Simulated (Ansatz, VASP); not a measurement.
# WSe2 in VASP and in Ansatz

```
W Se
1.0
     3.29992    0.00000    0.00000
    -1.64996    2.85782    0.00000
     0.00000    0.00000    7.48799
W Se
1 2
Direct
  0.00000 0.00000 0.00000
  0.33333 0.66667 0.22942
  0.66667 0.33333 0.77058
```

Alike in both runs: task electric field gradients; functional PBE; k mesh 10 × 10 × 6; occupations fermi-dirac, width 0.08 eV; no spin polarisation.

|  | VASP | Ansatz |
| --- | --- | --- |
| version | VASP 6.6.1 | Ansatz 0.2.0 |
| potentials or method | VASP PAW PBE potentials, release 64 (W_sv, Se) | PAW with Ansatz's default frozen-core files, scalar-relativistic |
| plane-wave cutoff (eV) | 520 | 420 |
| valence electrons in the cell | 26 | 46 |

Ansatz gave:

| Quantity | Value |
| --- | --- |
| pressure (GPa) | 0.0 |
| rms of the force components (eV/Å) | 0.002 |
| size of Vzz on the site where it differs most (V/Å²) | 208.1 |

Question: What did VASP give for the same quantities?

Answer: Pressure (GPa): 0.2; rms of the force components (eV/Å): 0.016; size of Vzz on the site where it differs most (V/Å²): 167.5.

Atom by atom the forces differ by 0.017 eV/Å (rms over components). VASP's potentials hold 26 valence electrons a cell and Ansatz's 46, so a difference there can come from the potentials and not from the codes.

Spin-orbit coupling is off throughout.
